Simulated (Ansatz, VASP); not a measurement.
BaTiO3 in VASP and in Ansatz

```
CELL_PARAMETERS angstrom
3.98550 0.00000 0.00000
0.00000 2.83690 2.84515
0.00000 -2.83690 2.84515
ATOMIC_POSITIONS crystal
Ba 0.00000 0.00000 0.00000
Ti 0.50000 0.51240 0.51240
O 0.00000 0.48740 0.48740
O 0.50000 0.50524 0.99184
O 0.50000 0.99184 0.50524
```

Alike in both runs: task single point; functional PBEsol; k mesh 4 × 4 × 4; no spin polarisation; Hubbard terms Ti d U = 4.0 eV.

|  | VASP | Ansatz |
| --- | --- | --- |
| version | VASP 6.6.1 | Ansatz 0.2.0 |
| potentials or method | VASP PAW PBE potentials, release 64 (Ba_sv, Ti_sv, O) | plane waves, PAW |
| plane-wave cutoff (eV) | 520 | 420 |
| occupations | gaussian, width 0.01 eV | fixed |
| valence electrons in the cell | 40 | 40 |

VASP gave:

| Quantity | Value |
| --- | --- |
| gap on the k mesh at the Fermi level (eV) | 2.25 |

Question: Which values does Ansatz return?

Answer: gap on the k mesh at the Fermi level (eV): 2.29.

VASP's potentials were made for PBE, not for PBEsol. The programs project onto different local orbitals, so the same U acts differently, and such runs can settle in different states.

Spin-orbit coupling is off throughout.
